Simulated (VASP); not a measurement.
Wanted: the native input for a VASP 6.6.1 run.

```yaml
Task: single point
Functional: LDA
Potentials_or_basis: VASP PAW LDA potentials, release 64 (C)
Cutoff: 600 eV
k_mesh: 11 × 8 × 3
Occupations: gaussian, width 0.05 eV
Spin: no spin polarisation
Dipole_correction: no
Further_INCAR_settings: ALGO = Normal; EDIFF = 1e-06; NBANDS = 31
```

The structure of C lies in POSCAR:

```
C
1.0
   -2.1172982845     -1.2224340470      0.0115975242
    1.3916690920      0.0000000000     -3.3373019260
    5.4141839100     -8.9645163448      0.5252902566
C
10
Direct
    0.8110382526      0.1109629842      0.0666766019
    0.3443715860      0.1442963175      0.2666766019
   -0.1222950807      0.1776296508      0.4666766019
    0.4110382526      0.2109629842      0.6666766019
   -0.0556284140      0.2442963175      0.8666766019
    0.4556284140     -0.7442963175      0.9333233981
    0.3222950807      0.1223703492      0.1333233981
    0.8556284140      0.1557036825      0.3333233981
    0.3889617474      0.1890370158      0.5333233981
   -0.0777049193      0.2223703492      0.7333233981
```

This cell differs from its parent crystal: the part above a cut slid along it.

One way to write it, as run:

INCAR

```
PREC = Accurate ; ENCUT = 600
EDIFF = 1E-6 ; ISMEAR = 0
SIGMA = 0.05 ; LREAL = F
LASPH = T ; NELM = 120
ALGO = Normal ; ISIF = 2
LWAVE = F ; LCHARG = F
NBANDS = 31 ; GGA_COMPAT = F
```

KPOINTS

```
regular mesh
0
Gamma
  11 8 3
```

Potentials or basis: VASP PAW LDA potentials, release 64 (C).

Launch:

```bash
$ cat potpaw_LDA.64/C/POTCAR > POTCAR
$ mpirun -np 1 vasp_std > vasp.out
```

Results of the run:

```
Pressure               : 4.0 GPa
Largest force          : 7.236 eV/Å
Band gap on the k mesh : zero (bands 20 and 21 overlap by 0.20 eV)
```

Caveat: the cell differs from its parent crystal (the part above a cut slid along it); the stress differs along the axes, from -7 to 20 GPa; forces of over 1 eV/Å act on the atoms, so gaps and moduli don't describe the material at rest.

Run time: 6.3 min on 1 thread of Oxide Virtual Turin-like Processor (shared host), peak memory 0.34 GiB.
